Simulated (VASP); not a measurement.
# SnGeTe2: single point with PBE

Crystal: SnGeTe2.

```
Ge Sn Te
1.0
     2.18097    1.25918    7.14793
    -2.18097    1.25918    7.14793
     0.00000   -2.51836    7.14793
Ge Sn Te
1 1 2
Direct
  0.00000 0.00000 0.00000
  0.50000 0.50000 0.50000
  0.25579 0.25579 0.25579
  0.74421 0.74421 0.74421
```

* Program: VASP 6.6.1
* Task: single point
* Functional: PBE
* Potentials or basis: VASP PAW PBE potentials, release 64 (Ge_d, Sn_d, Te)
* Cutoff: 520 eV
* k mesh: 4 × 4 × 4
* Occupations: gaussian, width 0.01 eV
* Spin: no spin polarisation

* Pressure: 0.9 GPa
* Largest force: 0.069 eV/Å
* Band gap on the k mesh: 0.23 eV, indirect (least direct gap 0.26 eV)

Forces in eV/Å, atoms in the order of the input:
```
Ge   0.000  0.000  0.000
Sn   0.000  0.000  0.000
Te   0.000  0.000  0.069
Te   0.000  0.000 -0.069
```

Stress tensor (GPa, compression positive):
```
0.92 0.00 0.00
0.00 0.92 0.00
0.00 0.00 0.84
```

Levels at points of the mesh, in eV from the valence-band top:
```csv
k point,band 16,band 17,band 18,band 19,band 20,band 21,band 22,band 23,band 24,band 25
"(0.00, 0.00, 0.00)",-1.92,-1.90,-1.53,-1.53,0.00,0.26,0.40,0.40,3.45,3.45
"(0.50, 0.00, 0.00)",-3.91,-3.12,-2.67,-2.61,-2.25,2.73,2.79,2.90,2.92,4.09
"(0.50, 0.50, 0.00)",-3.62,-3.59,-1.52,-1.50,-0.04,0.23,0.36,0.38,2.46,5.04
"(0.50, 0.50, 0.50)",-1.86,-1.74,-1.74,-1.35,-0.42,1.45,1.45,1.68,1.87,1.87
```

Run time: 37 s on 1 thread of Intel(R) Xeon(R) 6975P-C (Granite Rapids), with other jobs on the host, peak memory 0.41 GiB.

Caveat: the k points lie up to 0.42 Å⁻¹ apart; spin-orbit coupling is left out, which moves the levels of the heavy elements. A k mesh can miss the band edges.
